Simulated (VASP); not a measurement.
# BN (Fm-3m) in VASP: notebook, part 3 of 3

VASP 6.6.1. Earlier steps stand in the parts before.

### 4 Single point, PBE (volume changed by -3%)

Input file INCAR:

```
PREC = Accurate
ENCUT = 520
EDIFF = 1E-6
ISMEAR = 0
SIGMA = 0.01
LREAL = F
LASPH = T
NELM = 80
ALGO = Normal
ISIF = 2
LWAVE = F
LCHARG = T
GGA = PE
LELF = T
LVHAR = T
NBANDS = 11
```

Input file KPOINTS:

```
regular mesh
0
Gamma
  10 10 10
```

Input file POSCAR:

```
BN
1.0
    0.0000000000      1.7340478833      1.7340478833
    1.7340478833      0.0000000000      1.7340478833
    1.7340478833      1.7340478833      0.0000000000
B N
1 1
Direct
    0.0000000000      0.0000000000      0.0000000000
    0.5000000000      0.5000000000      0.5000000000
```

Potentials or basis: VASP PAW PBE potentials, release 64 (B, N).

Started as:

```bash
cat potpaw_PBE.64/B/POTCAR potpaw_PBE.64/N/POTCAR > POTCAR
mpirun -np 1 vasp_std > vasp.out
```

OUTCAR:

```text
PREC = Accurate
   ENCUT = 520
   EDIFF = 1E-6
   ISMEAR = 0
   LREAL = F
   LASPH = T
   NELM = 80
   ISIF = 2
   GGA = PE

 ion  position               nearest neighbor table
   1  0.000  0.000  0.000-   2 1.73   2 1.73   2 1.73   2 1.73   2 1.73   2 1.73
   2  0.500  0.500  0.500-   1 1.73   1 1.73   1 1.73   1 1.73   1 1.73   1 1.73

  LATTYP: Found a face centered cubic cell.
 ALAT       =     3.4680957666

  Lattice vectors:

 A1 = (   0.0000000000,   1.7340478833,   1.7340478833)
 A2 = (   1.7340478833,   0.0000000000,   1.7340478833)
 A3 = (   1.7340478833,   1.7340478833,   0.0000000000)

Analysis of symmetry for initial positions (statically):
=====================================================================
 Subroutine PRICEL returns:
 Original cell was already a primitive cell.

 Routine SETGRP: Setting up the symmetry group for a
 face centered cubic supercell.

 Subroutine GETGRP returns: Found 48 space group operations
 (whereof 48 operations were pure point group operations)
 out of a pool of 48 trial point group operations.

The static configuration has the point symmetry O_h .

Analysis of symmetry for dynamics (positions and initial velocities):
=====================================================================
 Subroutine PRICEL returns:
 Original cell was already a primitive cell.

 Routine SETGRP: Setting up the symmetry group for a
 face centered cubic supercell.

 Subroutine GETGRP returns: Found 48 space group operations
 (whereof 48 operations were pure point group operations)
 out of a pool of 48 trial point group operations.

The dynamic configuration has the point symmetry O_h .

 Subroutine INISYM returns: Found 48 space group operations
 (whereof 48 operations are pure point group operations),
 and found     1 'primitive' translations

----------------------------------------------------------------------------------------

[... 118 lines left out ...]
   LHFCALC =     F    Hartree Fock is set to
   AEXX    =    0.0000 exact exchange contribution
   IVDW    =     0    specifies the selected vdW correction
   LEPSILON=     F    determine dielectric tensor
   LRPA    =     F    only Hartree local field effects (RPA)
 non-spin polarized calculation
 Gauss-broadening in eV      SIGMA  =   0.01
  energy-cutoff  :      520.00
  volume of cell :       10.43
 maximum number of plane-waves:       292
   NGX =  9   NGY =  9   NGZ =  9

 number of electron       7.9999997 magnetization

 Free energy of the ion-electron system (eV)
  ---------------------------------------------------
  ext. energy  EPLUGINS =         0.00000000
  ---------------------------------------------------
  free energy    TOTEN  =       -13.93285853 eV

  energy without entropy =      -13.93285853  energy(sigma->0) =      -13.93285853

 E-fermi :  10.8046     XC(G=0): -13.8621

 val. band max:       10.6050224371   @ k =  -0.2000   0.1000   0.0000
 cond. band min:      12.0994915021   @ k =   0.5000   0.5000   0.0000
 fundamental gap:      1.4944690650
 Fermi energy:        10.8045840637

 k-point     1 :       0.0000    0.0000    0.0000
  band No.  band energies     occupation
      1     -12.0932      2.00000
      2       9.8058      2.00000
      3       9.8058      2.00000
      4       9.8058      2.00000
      5      20.3545      0.00000
      6      22.9983      0.00000
      7      22.9983      0.00000
      8      22.9983      0.00000
      9      29.4017      0.00000
     10      29.4017      0.00000
     11      29.4017      0.00000
[... 309 lines left out ...]
 k-point    24 :       0.4000    0.3000    0.0000
  band No.  band energies     occupation
      1      -7.3488      2.00000
      2       2.8703      2.00000
      3       5.3061      2.00000
      4       5.9204      2.00000
      5      13.3122      0.00000
      6      21.3792      0.00000
      7      24.0374      0.00000
      8      24.5193      0.00000
      9      25.8660      0.00000
     10      43.1273      0.00000
     11      44.1405      0.00000

 [... further k-points ...]

------------------------ aborting loop because EDIFF is reached ----------------------------------------

  FORCE on cell =-STRESS in cart. coord.  units (eV):
  Direction    XX          YY          ZZ          XY          YZ          ZX
  --------------------------------------------------------------------------------------
  -------------------------------------------------------------------------------------
  Total        0.7964149      0.7964149      0.7964149     -0.0000000      0.0000000     -0.0000000
  in kB      122.3592172    122.3592172    122.3592172     -0.0000000      0.0000000     -0.0000000
  external PRESSURE =     122.3592172 kB  Pullay stress =       0.0000000 kB

 VOLUME and BASIS-vectors are now :
 -----------------------------------------------------------------------------
  energy-cutoff  :      520.00
  volume of cell :       10.43
      direct lattice vectors                 reciprocal lattice vectors
     0.000000000  1.734047883  1.734047883    -0.288342672  0.288342672  0.288342672
     1.734047883  0.000000000  1.734047883     0.288342672 -0.288342672  0.288342672
     1.734047883  1.734047883  0.000000000     0.288342672  0.288342672 -0.288342672

 POSITION                                       TOTAL-FORCE (eV/Angst)
 -----------------------------------------------------------------------------------
      0.00000      0.00000      0.00000        -0.000000     -0.000000     -0.000000
      1.73405      1.73405      1.73405         0.000000      0.000000      0.000000
 -----------------------------------------------------------------------------------
    total drift:                               -0.000000     -0.000000     -0.000000

  FREE ENERGIE OF THE ION-ELECTRON SYSTEM (eV)
  ---------------------------------------------------
  free  energy   TOTEN  =       -13.9328585273 eV

  energy  without entropy=      -13.9328585273  energy(sigma->0) =      -13.93285853
```

It took 4.7 s on 1 thread of Intel Xeon Platinum 8488C (Sapphire Rapids), shared host; peak memory 0.11 GiB.

Results:

| Quantity | Value |
| --- | --- |
| Free energy | -13.9329 eV |
| Pressure | 12.2 GPa |
| Band gap on the k mesh | 1.49 eV, indirect (least direct gap 5.93 eV) |

 A k mesh can miss the band edges.

### 5 Single point, PBE (volume changed by +3%)

Input file INCAR:

```
  PREC = Accurate
  ENCUT = 520
  EDIFF = 1E-7
  ISMEAR = 0
  SIGMA = 0.01
  LREAL = F
  LASPH = T
  NELM = 60
  ALGO = Normal
  ISIF = 2
  LWAVE = F
  LCHARG = T
  GGA = PE
  LELF = T
  LVHAR = T
  NBANDS = 11
```

KPOINTS is that of step 4.

Input file POSCAR:

```
BN
1.0
    0.0000000000      1.7690885945      1.7690885945
    1.7690885945      0.0000000000      1.7690885945
    1.7690885945      1.7690885945      0.0000000000
B N
1 1
Direct
    0.0000000000      0.0000000000      0.0000000000
    0.5000000000      0.5000000000      0.5000000000
```

Started as:

```bash
cat potpaw_PBE.64/B/POTCAR potpaw_PBE.64/N/POTCAR > POTCAR
mpirun -np 1 vasp_std > vasp.out
```

Run time: 5.1 s. Hardware: 1 thread of Intel Xeon Platinum 8488C (Sapphire Rapids), shared host; peak memory 0.12 GiB.

The run converged. Its results:

| Item | Value |
| --- | --- |
| Free energy | -13.9350 eV |
| Pressure | -10.7 GPa |
| Band gap on the k mesh | 1.05 eV, indirect (least direct gap 5.71 eV) |

Levels at points of the mesh, in eV from the valence-band top:
| k point | band 1 | band 2 | band 3 | band 4 | band 5 | band 6 | band 7 | band 8 | band 9 |
| --- | --- | --- | --- | --- | --- | --- | --- | --- | --- |
| (0.00, 0.00, 0.00) | -21.88 | -0.77 | -0.77 | -0.77 | 8.50 | 11.78 | 11.78 | 11.78 | 18.46 |
| (0.50, 0.00, 0.00) | -16.87 | -12.12 | -0.51 | -0.51 | 5.20 | 5.20 | 6.98 | 13.13 | 22.31 |
| (0.50, 0.50, 0.00) | -14.23 | -11.36 | -5.33 | -5.33 | 1.05 | 8.97 | 14.20 | 14.20 | 15.75 |

 A k mesh can miss the band edges.

### 6 Single point, PBE (volume changed by +6%)

Input file INCAR:

```
ALGO = Normal ; EDIFF = 1E-6
ENCUT = 520 ; GGA = PE
ISIF = 2 ; ISMEAR = 0
LASPH = True ; LCHARG = False
LREAL = False ; LWAVE = False
NBANDS = 11 ; NELM = 100
PREC = Accurate ; SIGMA = 0.01
```

Input file KPOINTS:

```
k-points
0
Gamma
  10 10 10
```

Input file POSCAR:

```
BN
1.0
    0.0000000000      1.7861001053      1.7861001053
    1.7861001053      0.0000000000      1.7861001053
    1.7861001053      1.7861001053      0.0000000000
B N
1 1
Direct
    0.0000000000      0.0000000000      0.0000000000
    0.5000000000      0.5000000000      0.5000000000
```

Potentials or basis: VASP PAW PBE potentials, release 64 (B, N).

Started as:

```bash
cat potpaw_PBE.64/B/POTCAR potpaw_PBE.64/N/POTCAR > POTCAR
mpirun -np 1 vasp_std > vasp.out
```

Run time: 4.3 s. Hardware: 1 thread of Intel Xeon Platinum 8488C (Sapphire Rapids), shared host; peak memory 0.11 GiB.

The run converged. Its results:

```
Free energy            : -13.9046 eV
Pressure               : -19.9 GPa
Band gap on the k mesh : 0.84 eV, indirect (least direct gap 5.61 eV)
```

Levels at points of the mesh, in eV from the valence-band top:
| k point | band 1 | band 2 | band 3 | band 4 | band 5 | band 6 | band 7 | band 8 |
| --- | --- | --- | --- | --- | --- | --- | --- | --- |
| (0.00, 0.00, 0.00) | -21.50 | -0.75 | -0.75 | -0.75 | 7.92 | 11.49 | 11.49 | 11.49 |
| (0.50, 0.00, 0.00) | -16.63 | -11.85 | -0.49 | -0.49 | 5.12 | 5.12 | 6.72 | 12.65 |
| (0.50, 0.50, 0.00) | -14.11 | -11.04 | -5.18 | -5.18 | 0.84 | 9.00 | 13.82 | 13.82 |

### 7 Summary

```tsv
cell	gap on the mesh (eV)	pressure (GPa)
a = 2.477 Å, angles 60.0°, 2 atoms	1.26	-0.1
a = 2.427 Å, angles 60.0°, 2 atoms	1.74	26.5
a = 2.452 Å, angles 60.0°, 2 atoms	1.49	12.2
a = 2.502 Å, angles 60.0°, 2 atoms	1.05	-10.7
a = 2.526 Å, angles 60.0°, 2 atoms	0.84	-19.9
```

Alike in all rows: task single point; level PBE; potentials or basis VASP PAW PBE potentials, release 64 (B, N); no spin polarisation; k mesh 10 × 10 × 10; cutoff (eV) 520; smearing gaussian 0.01 eV.

Absolute energies hang on the potentials; compare differences alone.
